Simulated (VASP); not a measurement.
# SiC (Moissanite) (P6_3mc) in VASP: a series of runs

SiC (Moissanite) is run at these levels: LDA, BLYP+D3(BJ); tasks: single point.

Everything below comes from runs of VASP 6.6.1. Logs are shortened: lines on timing, memory, paths and dates and some standing lists are left out, and cuts for length are marked.

## Step 1: The cell of the first run

It takes space group P6_3mc (No. 186, hexagonal). The conventional cell has a = 3.013 Å, b = 3.013 Å, c = 4.945 Å, α = 90.00°, β = 90.00°, γ = 120.00°. Si (site symmetry 3m) has 4 C at 1.83 to 1.90 Å within 2.4 Å. C (site symmetry 3m) has 4 Si at 1.83 to 1.90 Å within 2.4 Å.

## Step 2: Single point, LDA

Input file INCAR:

```
PREC = Accurate ; ENCUT = 520
EDIFF = 1E-7 ; ISMEAR = -1
SIGMA = 0.05 ; LREAL = F
LASPH = T ; NELM = 80
ALGO = Normal ; ISIF = 2
LWAVE = F ; LCHARG = T
LELF = T ; LVHAR = T
NBANDS = 16
```

Input file KPOINTS:

```
Automatic mesh
0
Gamma
  10 10 5
```

Input file POSCAR:

```
SiC
1.0
    3.0132068704      0.0000000000      0.0000000000
   -1.5066034352      2.6095136966      0.0000000000
    0.0000000000      0.0000000000      4.9449506768
Si C
2 2
Direct
    0.6666666667      0.3333333333      0.5000000000
    0.3333333333      0.6666666667      0.0000000000
    0.6666666667      0.3333333333      0.8850000000
    0.3333333333      0.6666666667      0.3850000000
```

Potentials or basis: VASP PAW LDA potentials, release 64 (Si, C).

On the command line:

```console
$ cat potpaw_LDA.64/Si/POTCAR potpaw_LDA.64/C/POTCAR > POTCAR
$ mpirun -np 1 vasp_std > vasp.out
```

OUTCAR:

```text
PREC = Accurate
   ENCUT = 520
   EDIFF = 1E-7
   ISMEAR = -1
   LREAL = F
   LASPH = T
   NELM = 80
   ISIF = 2

 ion  position               nearest neighbor table
   1  0.667  0.333  0.500-   4 1.83   4 1.83   4 1.83   3 1.90   2 3.02   2 3.02   2 3.02   2 3.02
                             2 3.02   2 3.02
   2  0.333  0.667  0.000-   3 1.83   3 1.83   3 1.83   4 1.90   1 3.02   1 3.02   1 3.02   1 3.02
                             1 3.02   1 3.02
   3  0.667  0.333  0.885-   2 1.83   2 1.83   2 1.83   1 1.90
   4  0.333  0.667  0.385-   1 1.83   1 1.83   1 1.83   2 1.90

  LATTYP: Found a hexagonal cell.
 ALAT       =     3.0132068704
 C/A-ratio  =     1.6410923277

  Lattice vectors:

 A1 = (   3.0132068704,   0.0000000000,   0.0000000000)
 A2 = (  -1.5066034352,   2.6095136966,   0.0000000000)
 A3 = (   0.0000000000,   0.0000000000,   4.9449506768)

Analysis of symmetry for initial positions (statically):
=====================================================================
 Subroutine PRICEL returns:
 Original cell was already a primitive cell.

 Routine SETGRP: Setting up the symmetry group for a
 hexagonal supercell.

 Subroutine GETGRP returns: Found 12 space group operations
 (whereof  6 operations were pure point group operations)
 out of a pool of 24 trial point group operations.

The static configuration has the point symmetry C_3v.
 The point group associated with its full space group is C_6v.

Analysis of symmetry for dynamics (positions and initial velocities):
=====================================================================
 Subroutine PRICEL returns:
 Original cell was already a primitive cell.

 Routine SETGRP: Setting up the symmetry group for a
 hexagonal supercell.

 Subroutine GETGRP returns: Found 12 space group operations
 (whereof  6 operations were pure point group operations)
 out of a pool of 24 trial point group operations.

The dynamic configuration has the point symmetry C_3v.
 The point group associated with its full space group is C_6v.

 Subroutine INISYM returns: Found 12 space group operations
 (whereof  6 operations are pure point group operations),
 and found     1 'primitive' translations

----------------------------------------------------------------------------------------

                                     Primitive cell

  volume of cell :      38.8822

  direct lattice vectors                    reciprocal lattice vectors
     3.013206870  0.000000000  0.000000000     0.331872335  0.191606582  0.000000000
[... 89 lines left out ...]
   NELM   =     80;   NELMIN=  2; NELMDL= -5     # of ELM steps
   EDIFF  = 0.1E-06   stopping-criterion for ELM
   LREAL  =      F    real-space projection
   EDIFFG = 0.1E-05   stopping-criterion for IOM
   NSW    =      0    number of steps for IOM
   IBRION =     -1    ionic relax: 0-MD 1-quasi-New 2-CG
   NFREE  =      0    steps in history (QN), initial steepest desc. (CG)
   ISIF   =      2    stress and relaxation
   ISYM   =      2    0-nonsym 1-usesym 2-fastsym
   POTIM  = 0.5000    time-step for ionic-motion
   TEBEG  =    0.0;   TEEND  =   0.0 temperature during run
   PSTRESS=    0.0 pullay stress
   NELECT =      16.0000    total number of electrons
   NUPDOWN=      -1.0000    fix difference up-down
   EMIN   =  10.00;   EMAX   =-10.00  energy-range for DOS
   EFERMI =   0.00;   METHOD = LEGACY
   ISMEAR =    -1;   SIGMA  =   0.05  broadening in eV -4-tet -1-fermi 0-gaus
   EFERMI_NEDOS =   21; number of points for ismear=-14 and -15
   IALGO  =     38    algorithm
   IMIX   =      4    mixing-type and parameters
     AMIX     =   0.40;   BMIX     =  1.00
     AMIX_MAG =   1.60;   BMIX_MAG =  1.00
  volume/ion in A,a.u.               =       9.72        65.60
  Fermi-wavevector in a.u.,A,eV,Ry     =   1.217675  2.301072 20.173793  1.482732
  Thomas-Fermi vector in A             =   2.352987
   LORBIT       =      0    0 simple, 1 ext, 2 COOP (PROOUT), +10 PAW based schemes
   GGA     = CA    functional components
   LHFCALC =     F    Hartree Fock is set to
   AEXX    =    0.0000 exact exchange contribution
   IVDW    =     0    specifies the selected vdW correction
   LEPSILON=     F    determine dielectric tensor
   LRPA    =     F    only Hartree local field effects (RPA)
 non-spin polarized calculation
  energy-cutoff  :      520.00
  volume of cell :       38.88
 maximum number of plane-waves:      1087
 NGX is ok and might be reduce to    24
   NGX = 11   NGY = 11   NGZ = 19

 number of electron      15.9999998 magnetization

 Free energy of the ion-electron system (eV)
  ---------------------------------------------------
  ext. energy  EPLUGINS =         0.00000000
  ---------------------------------------------------
  free energy    TOTEN  =       -33.17606438 eV

  energy without entropy =      -33.17606438  energy(sigma->0) =      -33.17606438

 E-fermi :   9.9815     XC(G=0): -11.8146

 val. band max:        9.0832430038   @ k =   0.0000   0.0000   0.0000
 cond. band min:      11.3387167967   @ k =   0.3000   0.3000   0.0000
 fundamental gap:      2.2554737929
 Fermi energy:         9.9814790748

 k-point     1 :       0.0000    0.0000    0.0000
  band No.  band energies     occupation
      1      -7.0455      2.00000
      2      -3.2509      2.00000
      3      -0.0004      2.00000
      4       7.5044      2.00000
      5       7.5044      2.00000
      6       8.8147      2.00000
[... 433 lines left out ...]
      3       0.5408      2.00000
      4       2.1159      2.00000
      5       4.1645      2.00000
      6       4.9900      2.00000
[... 8 lines left out ...]
     15      20.8689      0.00000
     16      22.2449      0.00000

 [... further k-points ...]
[... 5 lines left out ...]
  --------------------------------------------------------------------------------------
  -------------------------------------------------------------------------------------
  Total        3.3426727      3.3426727      1.6426165      0.0000000      0.0000000     -0.0000000
  in kB      137.7380532    137.7380532     67.6855959      0.0000000      0.0000000     -0.0000000
  external PRESSURE =     114.3872341 kB  Pullay stress =       0.0000000 kB

 VOLUME and BASIS-vectors are now :
 -----------------------------------------------------------------------------
  energy-cutoff  :      520.00
  volume of cell :       38.88
      direct lattice vectors                 reciprocal lattice vectors
     3.013206870  0.000000000  0.000000000     0.331872335  0.191606582  0.000000000
    -1.506603435  2.609513697  0.000000000     0.000000000  0.383213164  0.000000000
     0.000000000  0.000000000  4.944950677     0.000000000  0.000000000  0.202226486

 POSITION                                       TOTAL-FORCE (eV/Angst)
 -----------------------------------------------------------------------------------
      1.50660      0.86984      2.47248         0.000000      0.000000      0.835930
     -0.00000      1.73968      0.00000        -0.000000     -0.000000      0.835930
      1.50660      0.86984      4.37628         0.000000     -0.000000     -0.835930
     -0.00000      1.73968      1.90381        -0.000000      0.000000     -0.835930
 -----------------------------------------------------------------------------------
    total drift:                               -0.000000      0.000000      0.000041

  FREE ENERGIE OF THE ION-ELECTRON SYSTEM (eV)
  ---------------------------------------------------
  free  energy   TOTEN  =       -33.1760643822 eV

  energy  without entropy=      -33.1760643821  energy(sigma->0) =      -33.17606438
```

OSZICAR:

```text
N       E                     dE             d eps       ncg     rms          rms(c)
DAV:   1     0.234614290071E+02    0.23461E+02   -0.72211E+03  1344   0.903E+02
DAV:   2    -0.351396849048E+02   -0.58601E+02   -0.53352E+02  1944   0.162E+02
DAV:   3    -0.376630523973E+02   -0.25234E+01   -0.25139E+01  1720   0.308E+01
DAV:   4    -0.376815331706E+02   -0.18481E-01   -0.18476E-01  1712   0.328E+00
DAV:   5    -0.376817192906E+02   -0.18612E-03   -0.18612E-03  1712   0.306E-01    0.139E+01
DAV:   6    -0.333641413347E+02    0.43176E+01   -0.74704E+00  1712   0.170E+01    0.648E+00
DAV:   7    -0.332222222250E+02    0.14192E+00   -0.13563E+00  1928   0.687E+00    0.259E+00
DAV:   8    -0.331819134909E+02    0.40309E-01   -0.70945E-02  1528   0.159E+00    0.752E-01
DAV:   9    -0.331760063407E+02    0.59072E-02   -0.85763E-03  1736   0.639E-01    0.110E-01
DAV:  10    -0.331760602643E+02   -0.53924E-04   -0.56133E-04  1624   0.150E-01    0.602E-02
DAV:  11    -0.331760657562E+02   -0.54919E-05   -0.15976E-05  1784   0.300E-02    0.200E-02
DAV:  12    -0.331760650995E+02    0.65674E-06   -0.46681E-06  1720   0.135E-02    0.846E-03
DAV:  13    -0.331760643555E+02    0.74394E-06   -0.18925E-06  1776   0.849E-03    0.138E-03
DAV:  14    -0.331760643822E+02   -0.26662E-07   -0.13249E-07  1048   0.253E-03
   1 F= -.33176064E+02 E0= -.33176064E+02  d E =-.950386E-10
```

stdout:

```text
POSCAR found type information on POSCAR SiC
 POSCAR found :  2 types and       4 ions
 scaLAPACK will be used
 LDA part: xc-table for (Slater(with rela. corr.)+CA(PZ))
 , standard interpolation
 POSCAR, INCAR and KPOINTS ok, starting setup
 FFT: planning ... GRIDC
 FFT: planning ... GRID_SOFT
 FFT: planning ... GRID
 WAVECAR not read
 entering main loop
```

Run time: 18 s. Hardware: 1 thread of Intel Xeon Platinum 8488C (Sapphire Rapids), shared host; peak memory 0.14 GiB.

What came out:

| Quantity | Value |
| --- | --- |
| Free energy | -33.1761 eV |
| Pressure | 11.4 GPa |
| Largest force | 0.836 eV/Å |
| Band gap on the k mesh | 2.26 eV, indirect (least direct gap 4.11 eV) |

Forces on the atoms (eV/Å):
```
Si   0.000  0.000  0.836
Si   0.000  0.000  0.836
C    0.000  0.000 -0.836
C    0.000  0.000 -0.836
```

Stress tensor (GPa, compression positive):
```
13.77  0.00  0.00
 0.00 13.77  0.00
 0.00  0.00  6.77
```

Levels at points of the mesh, in eV from the valence-band top:
```
           k point  band 6  band 7  band 8  band 9  band 10  band 11
(0.00, 0.00, 0.00)   -0.27   -0.27    0.00    5.14     6.66     6.77
(0.50, 0.00, 0.00)   -3.67   -3.47   -1.50    2.61     4.19     7.15
```

A k mesh can miss the band edges.

## Step 3: Single point, BLYP+D3(BJ)

This run uses another cell than the first one, of 9.93 Å³/atom, 1.021 times its volume.

Input file INCAR:

```
AGGAC = 1.0 ; AGGAX = 1.0
ALDAC = 0.0 ; ALDAX = 1.0
ALGO = Normal ; EDIFF = 1E-6
ENCUT = 520 ; GGA = B5
ISIF = 2 ; ISMEAR = -1
IVDW = 12 ; LASPH = True
LCHARG = True ; LELF = True
LREAL = False ; LVHAR = True
LWAVE = False ; NBANDS = 16
NELM = 60 ; PREC = Accurate
SIGMA = 0.05 ; VDW_A1 = 0.4298
VDW_A2 = 4.2359 ; VDW_S6 = 1.0
VDW_S8 = 2.6996
```

Input file KPOINTS:

```
k-points
0
Gamma
  10 10 5
```

Input file POSCAR:

```
SiC
1.0
    3.0344273363      0.0000000000      0.0000000000
   -1.5172136681      2.6278911591      0.0000000000
    0.0000000000      0.0000000000      4.9797754205
Si C
2 2
Direct
    0.6666666667      0.3333333333      0.5000000000
    0.3333333333      0.6666666667      0.0000000000
    0.6666666667      0.3333333333      0.8850000000
    0.3333333333      0.6666666667      0.3850000000
```

Potentials or basis: VASP PAW PBE potentials, release 64 (Si, C).

On the command line:

```console
$ cat potpaw_PBE.64/Si/POTCAR potpaw_PBE.64/C/POTCAR > POTCAR
$ mpirun -np 1 vasp_std > vasp.out
```

Wall time 25 s (1 thread of Intel Xeon Platinum 8488C (Sapphire Rapids), shared host); peak memory 0.17 GiB.

It converged, with:

* Free energy: -29.7724 eV
* Pressure: 8.2 GPa
* Largest force: 0.830 eV/Å
* Band gap on the k mesh: 2.77 eV, indirect (least direct gap 4.43 eV)
* Dispersion energy per atom: -0.671 eV

Forces in eV/Å, atoms in the order of the input:
```
Si   0.000  0.000  0.830
Si   0.000  0.000  0.830
C    0.000  0.000 -0.830
C    0.000  0.000 -0.830
```

Stress tensor (GPa, compression positive):
```
9.97 0.00 0.00
0.00 9.97 0.00
0.00 0.00 4.55
```

Levels at points of the mesh, in eV from the valence-band top:
```csv
k point,band 5,band 6,band 7,band 8,band 9,band 10,band 11,band 12
"(0.00, 0.00, 0.00)",-1.57,-0.28,-0.28,0.00,5.13,6.61,6.86,6.86
"(0.50, 0.00, 0.00)",-5.46,-3.58,-3.25,-1.50,2.93,4.48,7.22,7.56
```

Caveat: the PAW data sets were made with another functional, which shifts forces and pressure a little. A k mesh can miss the band edges.
